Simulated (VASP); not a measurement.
A run of VASP 6.6.1:

The input INCAR:

```
ALGO = Normal ; EDIFF = 1E-6
ENCUT = 520 ; GGA = PE
ISIF = 2 ; ISMEAR = 0
LASPH = True ; LCHARG = False
LREAL = False ; LWAVE = False
NBANDS = 16 ; NELM = 100
PREC = Accurate ; SIGMA = 0.02
```

Contents of KPOINTS:

```
k-points
0
Gamma
  6 6 6
```

POSCAR

```
Li3HSe
1.0
    3.9443860828      0.0000000000      0.0000000000
    0.0000000000      3.9443860828      0.0000000000
    0.0000000000      0.0000000000      3.9443860828
Li H Se
3 1 1
Direct
    0.0000000000      0.5000000000      0.5000000000
    0.5000000000      0.0000000000      0.5000000000
    0.5000000000      0.5000000000      0.0000000000
    0.5000000000      0.5000000000      0.5000000000
    0.0000000000      0.0000000000      0.0000000000
```

Potentials or basis: VASP PAW PBE potentials, release 64 (Li_sv, H, Se).

Command:

```sh
$ cat potpaw_PBE.64/Li_sv/POTCAR potpaw_PBE.64/H/POTCAR potpaw_PBE.64/Se/POTCAR > POTCAR
$ mpirun -np 1 vasp_std > vasp.out
```

Hardware: 1 thread of AMD EPYC 7R13 Processor (Zen 3), with other jobs on the host.

Question: Estimate the wall time of this run.

Answer: Run time: 24 s on 1 thread of AMD EPYC 7R13 Processor (Zen 3), with other jobs on the host, peak memory 0.14 GiB. Counts: scf iterations 12, k points 20.
